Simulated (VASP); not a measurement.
# Tc (Im-3m) in VASP: notebook

Tc is run at these levels: r2SCAN; tasks: single point.

All numbers are computed with VASP 6.6.1; they aren't measurements. Logs are shortened: lines on timing, memory, paths and dates and some standing lists are left out, and cuts for length are marked.

## 1. The cell of the first run

The structure is cubic, space group Im-3m (No. 229). The conventional cell has a = 3.064 Å, b = 3.064 Å, c = 3.064 Å, α = 90.00°, β = 90.00°, γ = 90.00°. Tc (site symmetry m-3m) has 14 Tc at 2.65 to 3.06 Å within 3.5 Å.

This isn't the form of Tc at room conditions, which is hcp.

## 2. Single point, r2SCAN

File POSCAR:

```
Tc
1.0
   -1.5321677503      1.5321677503      1.5321677503
    1.5321677503     -1.5321677503      1.5321677503
    1.5321677503      1.5321677503     -1.5321677503
Tc
1
Direct
    0.0000000000      0.0000000000      0.0000000000
```

File INCAR.step1:

```
  PREC = Accurate
  ENCUT = 520
  ISMEAR = 0
  SIGMA = 0.05
  LREAL = False
  LASPH = True
  NELM = 100
  NBANDS = 12
  GGA = PE
  ALGO = Normal
  EDIFF = 1E-4
  LWAVE = True
  LCHARG = False
```

File INCAR.step2:

```
  PREC = Accurate
  ENCUT = 520
  EDIFF = 1E-6
  ISMEAR = 0
  SIGMA = 0.05
  LREAL = False
  LASPH = True
  NELM = 100
  ALGO = Normal
  ISIF = 2
  LWAVE = False
  LCHARG = True
  METAGGA = R2SCAN
  LMIXTAU = True
  LELF = True
  LVHAR = True
  NBANDS = 12
  ISTART = 1
```

File KPOINTS:

```
Automatic mesh
0
Gamma
  20 20 20
```

Potentials or basis: VASP PAW PBE potentials, release 64 (Tc_pv).

Command:

```console
> cat potpaw_PBE.64/Tc_pv/POTCAR > POTCAR
> cp INCAR.step1 INCAR
> mpirun -np 1 vasp_std > vasp.out
> cp INCAR.step2 INCAR
> mpirun -np 1 vasp_std > vasp.out
```

OUTCAR:

```text
PREC = Accurate
   ENCUT = 520
   EDIFF = 1E-6
   ISMEAR = 0
   LREAL = False
   LASPH = True
   NELM = 100
   ISIF = 2
   METAGGA = R2SCAN
   ISTART = 1

 ion  position               nearest neighbor table
   1  0.000  0.000  0.000-

  LATTYP: Found a body centered cubic cell.
 ALAT       =     3.0643355006

  Lattice vectors:

 A1 = (  -1.5321677503,   1.5321677503,   1.5321677503)
 A2 = (   1.5321677503,  -1.5321677503,   1.5321677503)
 A3 = (   1.5321677503,   1.5321677503,  -1.5321677503)

Analysis of symmetry for initial positions (statically):
=====================================================================
 Subroutine PRICEL returns:
 Original cell was already a primitive cell.

 Routine SETGRP: Setting up the symmetry group for a
 body centered cubic supercell.

 Subroutine GETGRP returns: Found 48 space group operations
 (whereof 48 operations were pure point group operations)
 out of a pool of 48 trial point group operations.

The static configuration has the point symmetry O_h .

Analysis of symmetry for dynamics (positions and initial velocities):
=====================================================================
 Subroutine PRICEL returns:
 Original cell was already a primitive cell.

 Routine SETGRP: Setting up the symmetry group for a
 body centered cubic supercell.

 Subroutine GETGRP returns: Found 48 space group operations
 (whereof 48 operations were pure point group operations)
 out of a pool of 48 trial point group operations.

The dynamic configuration has the point symmetry O_h .

 Subroutine INISYM returns: Found 48 space group operations
 (whereof 48 operations are pure point group operations),
 and found     1 'primitive' translations

----------------------------------------------------------------------------------------

                                     Primitive cell

  volume of cell :      14.3873

  direct lattice vectors                    reciprocal lattice vectors
    -1.532167750  1.532167750  1.532167750     0.000000000  0.326335024  0.326335024
     1.532167750 -1.532167750  1.532167750     0.326335024  0.000000000  0.326335024
     1.532167750  1.532167750 -1.532167750     0.326335024  0.326335024  0.000000000

  length of vectors
     2.653792389  2.653792389  2.653792389     0.461507417  0.461507417  0.461507417

  position of ions in fractional coordinates (direct lattice)
     0.000000000  0.000000000  0.000000000

  ion indices of the primitive-cell ions
   primitive index   ion index
                 1           1

----------------------------------------------------------------------------------------

 KPOINTS: Automatic mesh

Automatic generation of k-mesh.
 Grid dimensions read from file:
 generate k-points for:   20   20   20

 Generating k-lattice:

  Cartesian coordinates                     Fractional coordinates (reciprocal lattice)
     0.000000000  0.016316751  0.016316751     0.050000000  0.000000000  0.000000000
     0.016316751  0.000000000  0.016316751     0.000000000  0.050000000  0.000000000
     0.016316751  0.016316751  0.000000000     0.000000000  0.000000000  0.050000000

  Length of vectors
     0.023075371  0.023075371  0.023075371

  Shift w.r.t. Gamma in fractional coordinates (k-lattice)
     0.000000000  0.000000000  0.000000000

 Subroutine IBZKPT returns following result:
 ===========================================

 Found    256 irreducible k-points:

 Following reciprocal coordinates:
            Coordinates               Weight
  0.000000  0.000000  0.000000      1.000000
  0.050000  0.000000  0.000000     12.000000
  0.100000  0.000000  0.000000     12.000000
  0.150000  0.000000  0.000000     12.000000
  0.200000  0.000000  0.000000     12.000000
  0.250000  0.000000  0.000000     12.000000
[... 16 lines left out ...]
  0.200000  0.100000 -0.000000     48.000000
  0.250000  0.100000  0.000000     48.000000
 [... further k-points ...]
   k-points           NKPTS =    256   k-points in BZ     NKDIM =    256   number of bands    NBANDS=     12
   number of dos      NEDOS =    301   number of ions     NIONS =      1
   total plane-waves  NPLWV =   8000
   dimension x,y,z NGX =    20 NGY =   20 NGZ =   20
   dimension x,y,z NGXF=    40 NGYF=   40 NGZF=   40
   ions per type =               1
   NGX,Y,Z   is equivalent  to a cutoff of  12.53, 12.53, 12.53 a.u.
   NGXF,Y,Z  is equivalent  to a cutoff of  25.06, 25.06, 25.06 a.u.
 SYSTEM =  unknown system
   PREC   = accura    normal or accurate (medium, high low for compatibility)
   ISTART =      1    job   : 0-new  1-cont  2-samecut
   ICHARG =      0    charge: 1-file 2-atom 10-const
   ISPIN  =      1    spin polarized calculation?
   LNONCOLLINEAR =      F non collinear calculations
   LSORBIT =      F    spin-orbit coupling
   LASPH  =      T    aspherical Exc in radial PAW
   ENCUT  =  520.0 eV  38.22 Ry    6.18 a.u.   4.93  4.93  4.93*2*pi/ulx,y,z
   NELM   =    100;   NELMIN=  2; NELMDL=  0     # of ELM steps
   EDIFF  = 0.1E-05   stopping-criterion for ELM
   LREAL  =      F    real-space projection
   EDIFFG = 0.1E-04   stopping-criterion for IOM
   NSW    =      0    number of steps for IOM
   IBRION =     -1    ionic relax: 0-MD 1-quasi-New 2-CG
   NFREE  =      0    steps in history (QN), initial steepest desc. (CG)
   ISIF   =      2    stress and relaxation
   ISYM   =      2    0-nonsym 1-usesym 2-fastsym
   POTIM  = 0.5000    time-step for ionic-motion
   TEBEG  =    0.0;   TEEND  =   0.0 temperature during run
   PSTRESS=    0.0 pullay stress
   NELECT =      13.0000    total number of electrons
   NUPDOWN=      -1.0000    fix difference up-down
   EMIN   =  10.00;   EMAX   =-10.00  energy-range for DOS
   EFERMI =   0.00;   METHOD = LEGACY
   ISMEAR =     0;   SIGMA  =   0.05  broadening in eV -4-tet -1-fermi 0-gaus
   EFERMI_NEDOS =   21; number of points for ismear=-14 and -15
   IALGO  =     38    algorithm
   IMIX   =      4    mixing-type and parameters
     AMIX     =   0.40;   BMIX     =  1.00
     AMIX_MAG =   1.60;   BMIX_MAG =  1.00
  volume/ion in A,a.u.               =      14.39        97.09
  Fermi-wavevector in a.u.,A,eV,Ry     =   1.582692  2.990853 34.081407  2.504913
  Thomas-Fermi vector in A             =   2.682576
   LORBIT       =      0    0 simple, 1 ext, 2 COOP (PROOUT), +10 PAW based schemes
   METAGGA = R2SCAN    functional components
   LHFCALC =     F    Hartree Fock is set to
   AEXX    =    0.0000 exact exchange contribution
   IVDW    =     0    specifies the selected vdW correction
   LEPSILON=     F    determine dielectric tensor
   LRPA    =     F    only Hartree local field effects (RPA)
 non-spin polarized calculation
 Gauss-broadening in eV      SIGMA  =   0.05
  energy-cutoff  :      520.00
  volume of cell :       14.39
 maximum number of plane-waves:       402
   NGX =  9   NGY =  9   NGZ =  9

 number of electron      13.0000005 magnetization

 Free energy of the ion-electron system (eV)
  ---------------------------------------------------
  ext. energy  EPLUGINS =         0.00000000
  ---------------------------------------------------
  free energy    TOTEN  =       -25.74956537 eV

  energy without entropy =      -25.74789782  energy(sigma->0) =      -25.74873159

 E-fermi :  13.1809     XC(G=0): -15.0965

 val. band max:       13.1802059731   @ k =  -0.3500   0.4000   0.3000
 cond. band min:      13.2094534589   @ k =  -0.3000   0.5000   0.0500
 fundamental gap:      0.0292474858
 Fermi energy:        13.1809419403

 k-point     1 :       0.0000    0.0000    0.0000
  band No.  band energies     occupation
      1     -26.9728      2.00000
      2     -26.9728      2.00000
      3     -26.9728      2.00000
      4       4.7529      2.00000
      5      10.5995      2.00000
      6      10.5995      2.00000
      7      10.5995      2.00000
      8      13.8328      0.00000
      9      13.8328      0.00000
     10      29.7061      0.00000
     11      29.7061      0.00000
     12      29.7061      0.00000

 k-point     2 :       0.0500    0.0000    0.0000
  band No.  band energies     occupation
      1     -27.0084      2.00000
      2     -26.9838      2.00000
      3     -26.9730      2.00000
      4       4.8723      2.00000
      5      10.5378      2.00000
      6      10.5926      2.00000
      7      10.7062      2.00000
      8      13.7440      0.00000
      9      13.8349      0.00000
     10      29.7848      0.00000
     11      29.8915      0.00000
     12      29.8991      0.00000

 k-point     3 :       0.1000    0.0000    0.0000
  band No.  band energies     occupation
      1     -27.1109      2.00000
      2     -27.0156      2.00000
      3     -26.9736      2.00000
      4       5.2167      2.00000
      5      10.3630      2.00000
      6      10.5629      2.00000
      7      11.0226      2.00000
      8      13.5303      0.00000
      9      13.8442      0.00000
     10      29.9736      0.00000
     11      30.3523      0.00000
     12      30.4651      0.00000
[... 286 lines left out ...]
 k-point    23 :       0.2000    0.1000   -0.0000
  band No.  band energies     occupation
      1     -27.7140      2.00000
      2     -27.1982      2.00000
      3     -27.0220      2.00000
      4       7.1447      2.00000
      5       9.5165      2.00000
      6      10.1317      2.00000
      7      13.0161      2.00000
      8      13.6125      0.00000
      9      14.2264      0.00000
     10      29.6779      0.00000
     11      30.1433      0.00000
     12      33.2810      0.00000

 k-point    24 :       0.2500    0.1000    0.0000
  band No.  band energies     occupation
      1     -27.8957      2.00000
      2     -27.2755      2.00000
      3     -27.0254      2.00000
      4       7.3736      2.00000
      5       9.2227      2.00000
      6      10.5319      2.00000
      7      13.1692      1.26083
      8      14.2715      0.00000
      9      14.7077      0.00000
     10      28.6040      0.00000
     11      29.1842      0.00000
     12      34.3577      0.00000

 [... further k-points ...]
[... 5 lines left out ...]
  --------------------------------------------------------------------------------------
  -------------------------------------------------------------------------------------
  Total        0.0423798      0.0423798      0.0423798      0.0000000      0.0000000     -0.0000000
  in kB        4.7194450      4.7194450      4.7194450      0.0000000      0.0000000     -0.0000000
  external PRESSURE =       4.7194450 kB  Pullay stress =       0.0000000 kB

 VOLUME and BASIS-vectors are now :
 -----------------------------------------------------------------------------
  energy-cutoff  :      520.00
  volume of cell :       14.39
      direct lattice vectors                 reciprocal lattice vectors
    -1.532167750  1.532167750  1.532167750     0.000000000  0.326335024  0.326335024
     1.532167750 -1.532167750  1.532167750     0.326335024  0.000000000  0.326335024
     1.532167750  1.532167750 -1.532167750     0.326335024  0.326335024  0.000000000

 POSITION                                       TOTAL-FORCE (eV/Angst)
 -----------------------------------------------------------------------------------
      0.00000      0.00000      0.00000         0.000000      0.000000     -0.000000
 -----------------------------------------------------------------------------------
    total drift:                                0.000000      0.000000      0.000000

  FREE ENERGIE OF THE ION-ELECTRON SYSTEM (eV)
  ---------------------------------------------------
  free  energy   TOTEN  =       -25.7495653675 eV

  energy  without entropy=      -25.7478978207  energy(sigma->0) =      -25.74873159
```

It took 2.8 min on 1 thread of Intel Xeon 8259CL, shared host; peak memory 0.17 GiB.

What came out:

* Free energy: -25.7496 eV
* Pressure: 0.5 GPa
* Band gap on the k mesh: zero (an odd number of electrons rules out a gap without spin polarisation)

Caveat: the PAW data sets were made with another functional, which shifts forces and pressure a little.

(Continued in part 2 of 2.)
